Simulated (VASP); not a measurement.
# Mg2GeSe3 (R-3m) in VASP: further runs

The runs below take Mg2GeSe3 through single point, relaxation of cell and atoms, with r2SCAN+rVV10.

Program: VASP 6.6.1. These are calculated values, not measurements. Logs are shortened: lines on timing, memory, paths and dates and some standing lists are left out, and cuts for length are marked.

## Step 1: The cell of the first run

It takes space group R-3m (No. 166, trigonal). Conventional cell: a = 7.333 Å, b = 7.333 Å, c = 10.024 Å, α = 90.00°, β = 90.00°, γ = 120.00°. Within 3.4 Å of Mg (site symmetry 3m) lie 3 Se at 2.57 Å and 1 Ge at 3.12 Å. Within 3.6 Å of Ge (site symmetry -3m) lie 6 Se at 2.70 Å and 2 Mg at 3.12 Å. Within 3.4 Å of Se (site symmetry 2/m) lie 2 Mg at 2.57 Å and 2 Ge at 2.70 Å.

## Step 2: Single point, r2SCAN+rVV10

Input file POSCAR:

```
Mg2GeSe3
1.0
    3.6665683454      2.1168942212      3.3412459234
   -3.6665683454      2.1168942212      3.3412459234
    0.0000000000     -4.2337884424      3.3412459234
Mg Ge Se
2 1 3
Direct
    0.6885608153      0.6885608153      0.6885608153
    0.3114391847      0.3114391847      0.3114391847
    0.0000000000      0.0000000000      0.0000000000
    0.0000000000      0.5000000000      0.0000000000
    0.5000000000      0.0000000000      0.0000000000
    0.0000000000      0.0000000000      0.5000000000
```

Input file INCAR.step1:

```
SYSTEM = Mg2GeSe3
PREC = Accurate ; ENCUT = 520
ISMEAR = -1 ; SIGMA = 0.03
LREAL = .False. ; LASPH = .True.
NELM = 60 ; NBANDS = 27
GGA = PE ; ALGO = Normal
EDIFF = 1E-4 ; LWAVE = .True.
LCHARG = .False.
```

Input file INCAR.step2:

```
SYSTEM = Mg2GeSe3
PREC = Accurate ; ENCUT = 520
EDIFF = 1E-6 ; ISMEAR = -1
SIGMA = 0.03 ; LREAL = .False.
LASPH = .True. ; NELM = 60
ALGO = Normal ; ISIF = 2
LWAVE = .False. ; LCHARG = .False.
METAGGA = R2SCAN ; LMIXTAU = .True.
LUSE_VDW = .True. ; IVDW_NL = 2
BPARAM = 11.95 ; CPARAM = 0.0093
NBANDS = 27 ; ISTART = 1
```

Input file KPOINTS:

```
Automatic mesh
0
Gamma
  4 4 4
  0 0 0
```

Potentials or basis: VASP PAW PBE potentials, release 64 (Mg, Ge_d, Se).

Launch:

```console
> cat potpaw_PBE.64/Mg/POTCAR potpaw_PBE.64/Ge_d/POTCAR potpaw_PBE.64/Se/POTCAR > POTCAR
> cp INCAR.step1 INCAR
> mpirun -np 1 vasp_std > vasp.out
> cp INCAR.step2 INCAR
> mpirun -np 1 vasp_std > vasp.out
```

OUTCAR:

```text
SYSTEM = Mg2GeSe3
   PREC = Accurate
   ENCUT = 520
   EDIFF = 1E-6
   ISMEAR = -1
   LREAL = .False.
   LASPH = .True.
   NELM = 60
   ISIF = 2
   METAGGA = R2SCAN
   IVDW_NL = 2
   BPARAM = 11.95
   ISTART = 1

 ion  position               nearest neighbor table
   1  0.689  0.689  0.689-   6 2.57   5 2.57   4 2.57   3 3.12
   2  0.311  0.311  0.311-   6 2.57   5 2.57   4 2.57   3 3.12
   3  0.000  0.000  0.000-   6 2.70   6 2.70   4 2.70   5 2.70   4 2.70   5 2.70   1 3.12   2 3.12

   4  0.000  0.500  0.000-   1 2.57   2 2.57   3 2.70   3 2.70
   5  0.500  0.000  0.000-   1 2.57   2 2.57   3 2.70   3 2.70
   6  0.000  0.000  0.500-   1 2.57   2 2.57   3 2.70   3 2.70

  LATTYP: Found a trigonal (rhomboedric) cell.
 ALAT       =     5.3934116194
 COS(alpha) =     0.0756798254

  Lattice vectors:

 A1 = (   3.6665683454,   2.1168942212,   3.3412459234)
 A2 = (  -3.6665683454,   2.1168942212,   3.3412459234)
 A3 = (   0.0000000000,  -4.2337884424,   3.3412459234)

Analysis of symmetry for initial positions (statically):
=====================================================================
 Subroutine PRICEL returns:
 Original cell was already a primitive cell.

 Routine SETGRP: Setting up the symmetry group for a
 trigonal (rhombohedral) supercell.

 Subroutine GETGRP returns: Found 12 space group operations
 (whereof 12 operations were pure point group operations)
 out of a pool of 12 trial point group operations.

The static configuration has the point symmetry D_3d.

Analysis of symmetry for dynamics (positions and initial velocities):
=====================================================================
 Subroutine PRICEL returns:
 Original cell was already a primitive cell.

 Routine SETGRP: Setting up the symmetry group for a
 trigonal (rhombohedral) supercell.

 Subroutine GETGRP returns: Found 12 space group operations
 (whereof 12 operations were pure point group operations)
 out of a pool of 12 trial point group operations.

The dynamic configuration has the point symmetry D_3d.

 Subroutine INISYM returns: Found 12 space group operations
 (whereof 12 operations are pure point group operations),
 and found     1 'primitive' translations

----------------------------------------------------------------------------------------

                                     Primitive cell

  volume of cell :     155.6032

  direct lattice vectors                    reciprocal lattice vectors
     3.666568345  2.116894221  3.341245923     0.136367293  0.078731693  0.099763184
    -3.666568345  2.116894221  3.341245923    -0.136367293  0.078731693  0.099763184
     0.000000000 -4.233788442  3.341245923     0.000000000 -0.157463387  0.099763184

  length of vectors
     5.393411619  5.393411619  5.393411619     0.186406575  0.186406575  0.186406575

  position of ions in fractional coordinates (direct lattice)
     0.688560815  0.688560815  0.688560815
     0.311439185  0.311439185  0.311439185
     0.000000000  0.000000000  0.000000000
     0.000000000  0.500000000  0.000000000
     0.500000000  0.000000000  0.000000000
     0.000000000  0.000000000  0.500000000

  ion indices of the primitive-cell ions
   primitive index   ion index
                 1           1
                 2           2
                 3           3
                 4           4
                 5           5
                 6           6

----------------------------------------------------------------------------------------

 KPOINTS: Automatic mesh

Automatic generation of k-mesh.
 Grid dimensions read from file:
 generate k-points for:    4    4    4

 Generating k-lattice:

  Cartesian coordinates                     Fractional coordinates (reciprocal lattice)
     0.034091823  0.019682923  0.024940796     0.250000000  0.000000000  0.000000000
    -0.034091823  0.019682923  0.024940796     0.000000000  0.250000000  0.000000000
     0.000000000 -0.039365847  0.024940796     0.000000000  0.000000000  0.250000000

  Length of vectors
     0.046601644  0.046601644  0.046601644

  Shift w.r.t. Gamma in fractional coordinates (k-lattice)
     0.000000000  0.000000000  0.000000000

 Subroutine IBZKPT returns following result:
 ===========================================

 Found     13 irreducible k-points:

 Following reciprocal coordinates:
            Coordinates               Weight
  0.000000  0.000000  0.000000      1.000000
  0.250000 -0.000000  0.000000      6.000000
  0.500000 -0.000000  0.000000      3.000000
  0.250000  0.250000  0.000000      6.000000
  0.500000  0.250000  0.000000     12.000000
 -0.250000  0.250000  0.000000      6.000000
  0.500000  0.500000  0.000000      3.000000
  0.250000  0.250000  0.250000      2.000000
  0.500000  0.250000  0.250000      6.000000
 -0.250000  0.250000  0.250000      6.000000
  0.500000  0.500000  0.250000      6.000000
 -0.250000  0.500000  0.250000      6.000000
  0.500000  0.500000  0.500000      1.000000
   k-points           NKPTS =     13   k-points in BZ     NKDIM =     13   number of bands    NBANDS=     27
   number of dos      NEDOS =    301   number of ions     NIONS =      6
   total plane-waves  NPLWV =  64000
   dimension x,y,z NGX =    40 NGY =   40 NGZ =   40
   dimension x,y,z NGXF=    80 NGYF=   80 NGZF=   80
   ions per type =               2   1   3
   NGX,Y,Z   is equivalent  to a cutoff of  12.33, 12.33, 12.33 a.u.
   NGXF,Y,Z  is equivalent  to a cutoff of  24.66, 24.66, 24.66 a.u.
 SYSTEM =  Mg2GeSe3
   PREC   = accura    normal or accurate (medium, high low for compatibility)
   ISTART =      1    job   : 0-new  1-cont  2-samecut
   ICHARG =      0    charge: 1-file 2-atom 10-const
   ISPIN  =      1    spin polarized calculation?
   LNONCOLLINEAR =      F non collinear calculations
   LSORBIT =      F    spin-orbit coupling
   LASPH  =      T    aspherical Exc in radial PAW
   ENCUT  =  520.0 eV  38.22 Ry    6.18 a.u.  10.03 10.03 10.03*2*pi/ulx,y,z
   NELM   =     60;   NELMIN=  2; NELMDL=  0     # of ELM steps
   EDIFF  = 0.1E-05   stopping-criterion for ELM
   LREAL  =      F    real-space projection
   EDIFFG = 0.1E-04   stopping-criterion for IOM
   NSW    =      0    number of steps for IOM
   IBRION =     -1    ionic relax: 0-MD 1-quasi-New 2-CG
   NFREE  =      0    steps in history (QN), initial steepest desc. (CG)
   ISIF   =      2    stress and relaxation
   ISYM   =      2    0-nonsym 1-usesym 2-fastsym
   POTIM  = 0.5000    time-step for ionic-motion
   TEBEG  =    0.0;   TEEND  =   0.0 temperature during run
   PSTRESS=    0.0 pullay stress
   NELECT =      36.0000    total number of electrons
   NUPDOWN=      -1.0000    fix difference up-down
   EMIN   =  10.00;   EMAX   =-10.00  energy-range for DOS
   EFERMI =   0.00;   METHOD = LEGACY
   ISMEAR =    -1;   SIGMA  =   0.03  broadening in eV -4-tet -1-fermi 0-gaus
   EFERMI_NEDOS =   21; number of points for ismear=-14 and -15
   IALGO  =     38    algorithm
   IMIX   =      4    mixing-type and parameters
     AMIX     =   0.40;   BMIX     =  1.00
     AMIX_MAG =   1.60;   BMIX_MAG =  1.00
  volume/ion in A,a.u.               =      25.93       175.01
  Fermi-wavevector in a.u.,A,eV,Ry     =   1.005008  1.899189 13.742439  1.010041
  Thomas-Fermi vector in A             =   2.137660
   LORBIT       =      0    0 simple, 1 ext, 2 COOP (PROOUT), +10 PAW based schemes
   METAGGA = R2SCAN    functional components
   LHFCALC =     F    Hartree Fock is set to
   AEXX    =    0.0000 exact exchange contribution
   IVDW_NL    =     2    kernel type
   BPARAM     =11.9500
   IVDW    =     0    specifies the selected vdW correction
   LEPSILON=     F    determine dielectric tensor
   LRPA    =     F    only Hartree local field effects (RPA)
 non-spin polarized calculation
  energy-cutoff  :      520.00
  volume of cell :      155.60
 maximum number of plane-waves:      4242
   NGX = 21   NGY = 21   NGZ = 21

 number of electron      35.9999971 magnetization

 Free energy of the ion-electron system (eV)
  ---------------------------------------------------
  ext. energy  EPLUGINS =         0.00000000
  ---------------------------------------------------
  free energy    TOTEN  =       -66.31106985 eV

  energy without entropy =      -66.30575743  energy(sigma->0) =      -66.30841364

 E-fermi :   2.8997     XC(G=0):  -9.1045

 val. band max:        2.6050913474   @ k =  -0.2500   0.5000   0.2500
 cond. band min:       2.9363931285   @ k =   0.5000   0.2500   0.2500
 fundamental gap:      0.3313017811
 Fermi energy:         2.8996559270

 k-point     1 :       0.0000    0.0000    0.0000
  band No.  band energies     occupation
      1     -22.9111      2.00000
      2     -22.9111      2.00000
      3     -22.8972      2.00000
      4     -22.8850      2.00000
      5     -22.8850      2.00000
      6     -11.8156      2.00000
[... 19 lines left out ...]
     26       9.0208      0.00000
     27       9.3087      0.00000

 k-point     2 :       0.2500   -0.0000    0.0000
  band No.  band energies     occupation
      1     -22.9111      2.00000
      2     -22.9104      2.00000
      3     -22.8972      2.00000
      4     -22.8851      2.00000
      5     -22.8850      2.00000
      6     -11.6393      2.00000
[... 19 lines left out ...]
     26       8.2402      0.00000
     27       9.0906      0.00000

 k-point     3 :       0.5000   -0.0000    0.0000
  band No.  band energies     occupation
      1     -22.9111      2.00000
      2     -22.9098      2.00000
      3     -22.8973      2.00000
      4     -22.8851      2.00000
      5     -22.8850      2.00000
      6     -11.3635      2.00000
[... 264 lines left out ...]
      1     -22.9101      2.00000
      2     -22.9094      2.00000
      3     -22.8973      2.00000
      4     -22.8852      2.00000
      5     -22.8851      2.00000
      6     -10.9447      2.00000
[... 19 lines left out ...]
     26       8.3359      0.00000
     27       8.5756      0.00000

 k-point    13 :       0.5000    0.5000    0.5000
  band No.  band energies     occupation
      1     -22.9091      2.00000
      2     -22.9091      2.00000
      3     -22.8975      2.00000
      4     -22.8853      2.00000
      5     -22.8853      2.00000
      6     -10.8014      2.00000
[... 19 lines left out ...]
     26       8.8285      0.00000
     27       8.8753      0.00000

------------------------ aborting loop because EDIFF is reached ----------------------------------------

  FORCE on cell =-STRESS in cart. coord.  units (eV):
  Direction    XX          YY          ZZ          XY          YZ          ZX
  --------------------------------------------------------------------------------------
  -------------------------------------------------------------------------------------
  Total       -0.0501246     -0.0501246     -0.1210964      0.0000000      0.0000000      0.0000000
  in kB       -0.5161105     -0.5161105     -1.2468753      0.0000000      0.0000000      0.0000000
  external PRESSURE =      -0.7596988 kB  Pullay stress =       0.0000000 kB

 VOLUME and BASIS-vectors are now :
 -----------------------------------------------------------------------------
  energy-cutoff  :      520.00
  volume of cell :      155.60
      direct lattice vectors                 reciprocal lattice vectors
     3.666568345  2.116894221  3.341245923     0.136367293  0.078731693  0.099763184
    -3.666568345  2.116894221  3.341245923    -0.136367293  0.078731693  0.099763184
     0.000000000 -4.233788442  3.341245923     0.000000000 -0.157463387  0.099763184

 POSITION                                       TOTAL-FORCE (eV/Angst)
 -----------------------------------------------------------------------------------
      0.00000      0.00000      6.90195         0.000000      0.000000      0.020699
      0.00000      0.00000      3.12178         0.000000     -0.000000     -0.020699
      0.00000      0.00000      0.00000         0.000000     -0.000000     -0.000000
     -1.83328      1.05845      1.67062        -0.000000     -0.000000     -0.000000
      1.83328      1.05845      1.67062         0.000000     -0.000000     -0.000000
      0.00000     -2.11689      1.67062        -0.000000     -0.000000     -0.000000
 -----------------------------------------------------------------------------------
    total drift:                                0.000000      0.000000     -0.000000

  FREE ENERGIE OF THE ION-ELECTRON SYSTEM (eV)
  ---------------------------------------------------
  free  energy   TOTEN  =       -66.3110698484 eV

  energy  without entropy=      -66.3057574263  energy(sigma->0) =      -66.30841364
```

Run time: 2.9 min. Hardware: 1 thread of AMD EPYC 9R45 (Zen 5), shared host; peak memory 0.49 GiB.

What came out:

| Item | Value |
| --- | --- |
| Free energy | -66.3111 eV |
| Pressure | -0.1 GPa |
| Largest force | 0.021 eV/Å |
| Band gap on the k mesh | zero (bands 18 and 19 overlap by 1.46 eV) |

Forces on the atoms (eV/Å):
```
Mg   0.000  0.000  0.021
Mg   0.000  0.000 -0.021
Ge   0.000  0.000  0.000
Se   0.000  0.000  0.000
Se   0.000  0.000  0.000
Se   0.000  0.000  0.000
```

Levels at points of the mesh, in eV from the Fermi level:
```csv
k point,band 14,band 15,band 16,band 17,band 18,band 19,band 20,band 21,band 22,band 23
"(0.00, 0.00, 0.00)",-2.95,-2.83,-1.48,-1.48,-1.11,-1.11,2.91,2.91,3.22,4.69
"(0.50, 0.00, 0.00)",-3.15,-2.26,-2.23,-1.37,-0.55,0.26,1.68,2.43,4.35,4.78
"(0.50, 0.50, 0.00)",-2.83,-2.61,-1.72,-0.86,0.36,0.71,1.07,1.49,2.79,4.29
"(0.50, 0.50, 0.50)",-1.71,-1.37,-1.37,-0.95,-0.32,0.62,1.09,1.09,1.51,4.60
```

Caveat: the PAW data sets were made with another functional, which shifts forces and pressure a little.

## Step 3: Relaxation of cell and atoms, r2SCAN+rVV10

This run uses another cell than the first one, of 24.09 Å³/atom.

Input file POSCAR:

```
Mg2GeSe3
1.0
    3.5898092549      2.0725773396      3.2378073835
   -3.5898092549      2.0725773396      3.2378073835
    0.0000000000     -4.1451546793      3.2378073835
Mg Ge Se
2 1 3
Direct
    0.6668656117      0.6668656117      0.6668656117
    0.3331343883      0.3331343883      0.3331343883
    0.0000000000      0.0000000000      0.0000000000
    0.0000000000      0.5000000000      0.0000000000
    0.5000000000      0.0000000000      0.0000000000
    0.0000000000      0.0000000000      0.5000000000
```

Input file INCAR.step1:

```
SYSTEM = Mg2GeSe3
ALGO = Normal
EDIFF = 1E-4
ENCUT = 600
GGA = PE
ISMEAR = -1
LASPH = .True.
LCHARG = .False.
LREAL = .False.
LWAVE = .True.
NELM = 80
PREC = Accurate
SIGMA = 0.03
```

Input file INCAR.step2:

```
SYSTEM = Mg2GeSe3
ALGO = Normal
BPARAM = 11.95
CPARAM = 0.0093
EDIFF = 1E-6
EDIFFG = -0.01
ENCUT = 600
IBRION = 2
ISIF = 3
ISMEAR = -1
ISTART = 1
IVDW_NL = 2
LASPH = .True.
LCHARG = .False.
LMIXTAU = .True.
LREAL = .False.
LUSE_VDW = .True.
LWAVE = .False.
METAGGA = R2SCAN
NELM = 80
NSW = 100
PREC = Accurate
SIGMA = 0.03
```

Input file KPOINTS:

```
k-points
0
Gamma
  4 4 4
  0 0 0
```

Potentials or basis: VASP PAW PBE potentials, release 64 (Mg, Ge_d, Se).

Launch:

```console
> cat potpaw_PBE.64/Mg/POTCAR potpaw_PBE.64/Ge_d/POTCAR potpaw_PBE.64/Se/POTCAR > POTCAR
> cp INCAR.step1 INCAR
> mpirun -np 1 vasp_std > vasp.out
> cp INCAR.step2 INCAR
> mpirun -np 1 vasp_std > vasp.out
```

Run time: 36 min. Hardware: 1 thread of AMD EPYC 9R45 (Zen 5), shared host; peak memory 0.55 GiB.

Results (log left out):

```
Free energy                           : -66.3121 eV
Relaxed volume                        : 26.00 Å³/atom
Relaxed cell                          : a = 5.398 Å, b = 5.398 Å, c = 5.398 Å, α = 85.65°, β = 85.65°, γ = 85.65°
Space group after relaxing (to 0.1 Å) : R-3m (No. 166)
Energy gained by relaxing             : 7.2 meV/atom
Ionic steps                           : 17
Pressure after relaxing               : 0.0 GPa
Largest force after relaxing          : 0.006 eV/Å
Band gap on the k mesh                : zero (bands 18 and 19 overlap by 1.44 eV)
```

Forces in eV/Å, atoms in the order of the input:
```
Mg   0.000  0.000 -0.006
Mg   0.000  0.000  0.006
Ge   0.000  0.000  0.000
Se   0.000  0.000  0.000
Se   0.000  0.000  0.000
Se   0.000  0.000  0.000
```

Step by step:
```
step  energy change (eV)  largest force (eV/Å)  pressure (GPa)  volume (Å³)
   1              0.0000                0.1316            0.37       144.54
   2             -0.0050                0.1519            0.05       145.71
   3             -0.0062                0.1744           -0.33       147.09
   4             -0.0094                0.1282           -0.15       147.11
   5             -0.0109                0.0671            0.03       147.15
   6             -0.0152                0.0522            0.19       147.28
   7             -0.0199                0.0281            0.54       147.60
   8             -0.0229                0.0669            0.30       148.65
   9             -0.0256                0.1464           -0.16       150.88
  10             -0.0289                0.1502           -0.22       151.79
  11             -0.0371                0.1356           -0.37       154.56
  12             -0.0344                0.0432           -0.66       160.19
  13             -0.0394                0.0968           -0.50       156.80
  14             -0.0411                0.0917            0.40       155.33
  15             -0.0429                0.0122            0.02       155.94
  16             -0.0429                0.0100            0.01       155.95
  17             -0.0432                0.0060           -0.02       156.02
```

Final structure:
```
Mg Ge Se
1.0
     3.66945    2.11856    3.34489
    -3.66945    2.11856    3.34489
     0.00000   -4.23711    3.34489
Mg Ge Se
2 1 3
Direct
  0.68975 0.68975 0.68975
  0.31025 0.31025 0.31025
  0.00000 0.00000 0.00000
  0.00000 0.50000 0.00000
  0.50000 0.00000 0.00000
  0.00000 0.00000 0.50000
```

Levels at points of the mesh, in eV from the Fermi level:
```
           k point  band 16  band 17  band 18  band 19  band 20  band 21
(0.00, 0.00, 0.00)    -1.51    -1.51    -1.13    -1.10     2.88     2.88
(0.50, 0.00, 0.00)    -2.25    -1.40    -0.59     0.25     1.65     2.41
(0.50, 0.50, 0.00)    -1.75    -0.89     0.34     0.69     1.03     1.46
(0.50, 0.50, 0.50)    -1.40    -0.94    -0.35     0.57     1.06     1.06
```

Caveat: the PAW data sets were made with another functional, which shifts forces and pressure a little.

The gap in the log of VASP goes by the Fermi energy; the results here count the filled bands.